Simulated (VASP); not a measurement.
## In3Se: single point with PBE

In3Se:

```xyz
4
Lattice="4.8356 0.0000 0.0000 0.0000 4.8356 0.0000 0.0000 0.0000 4.8356" Properties=species:S:1:pos:R:3 pbc="T T T"
In    2.4178    2.4178    0.0000
In    2.4178    0.0000    2.4178
In    0.0000    2.4178    2.4178
Se    0.0000    0.0000    0.0000
```

```
Program             : VASP 6.6.1
Task                : single point
Functional          : PBE
Potentials or basis : VASP PAW PBE potentials, release 64 (In_d, Se)
Cutoff              : 520 eV
k mesh              : 6 × 6 × 6
Occupations         : fermi-dirac, width 0.05 eV
Spin                : no spin polarisation
```

The pressure is -0.9 GPa.

Levels at points of the mesh, in eV from the Fermi level:
```
           k point  band 20  band 21  band 22  band 23  band 24  band 25
(0.00, 0.00, 0.00)    -3.24    -2.34    -2.34     1.04     1.04     1.04
(0.50, 0.00, 0.00)    -2.45    -1.83    -1.10    -0.14    -0.14     1.36
(0.50, 0.50, 0.00)    -1.98    -0.88    -0.80    -0.80     1.26     1.71
(0.50, 0.50, 0.50)    -4.12    -4.12    -4.12    -3.19     2.87     2.87
```

It took 2.1 min on 1 thread of AMD EPYC 7R13 (shared host), peak memory 0.2 GiB.

Caveat: spin-orbit coupling is left out, which moves the levels of the heavy elements.
